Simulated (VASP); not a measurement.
## Cu: single point with r2SCAN

The system is Cu.

```
CELL_PARAMETERS angstrom
2.51928 0.00000 0.00000
-1.25964 2.18176 0.00000
0.00000 0.00000 4.16319
ATOMIC_POSITIONS crystal
Cu 0.33333 0.66667 0.25000
Cu 0.66667 0.33333 0.75000
```

```json
{"Program": "VASP 6.6.1", "Task": "single point", "Functional": "r2SCAN", "Potentials or basis": "VASP PAW PBE potentials, release 64 (Cu)", "Cutoff": "520 eV", "k mesh": "9 × 9 × 5", "Occupations": "fermi-dirac, width 0.05 eV", "Spin": "no spin polarisation", "Dipole correction": "no", "Further INCAR settings": "ALGO = Normal; EDIFF = 1e-06; NBANDS = 18"}
```

```json
{"Pressure": "0.8 GPa", "Band gap on the k mesh": "zero (band 11 reaches 12.07 eV, above the bottom of band 12 at 5.79 eV)"}
```

Levels at points of the mesh, in eV from the Fermi level:
```csv
k point,band 7,band 8,band 9,band 10,band 11,band 12,band 13,band 14,band 15,band 16
"(0.00, 0.00, 0.00)",-3.02,-2.68,-2.68,-1.92,-1.92,-1.31,3.91,22.53,23.50,23.50
```

It took 48 s on 1 thread of Intel(R) Xeon(R) Platinum 8375C CPU @ 2.90GHz (Ice Lake), with other jobs on the host, peak memory 0.14 GiB.

Caveat: the PAW data sets were made with another functional, which shifts forces and pressure a little.
